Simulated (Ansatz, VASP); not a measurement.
## Ta: VASP beside Ansatz

```
Ta
1.0
    -1.67191    1.67191    1.67191
     1.67191   -1.67191    1.67191
     1.67191    1.67191   -1.67191
Ta
1
Direct
  0.00000 0.00000 0.00000
```

Alike in both runs: task single point; functional PBE; k mesh 20 × 20 × 20; occupations fermi-dirac, width 0.15 eV; no spin polarisation.

|  | VASP | Ansatz |
| --- | --- | --- |
| version | VASP 6.6.1 | Ansatz 0.2.0 |
| potentials or method | VASP PAW PBE potentials, release 64 (Ta_pv), cutoff 520 eV | scalar-relativistic, plane waves, PAW |
| valence electrons in the cell | 11 | 13 |

|  | VASP | Ansatz | Ansatz less VASP |
| --- | --- | --- | --- |
| gap on the k mesh at the Fermi level (eV) | none | none | - |
| pressure (GPa) | -3.6 | -3.7 | -0.07 |

A gap of «none» marks a metal or a gap that the smearing closes. The functional is the same, so the differences come from potentials, cutoffs and numerics. VASP's potentials hold 11 valence electrons a cell and Ansatz's 13, so a difference there can come from the potentials and not from the codes.

Neither program's run includes spin-orbit coupling.
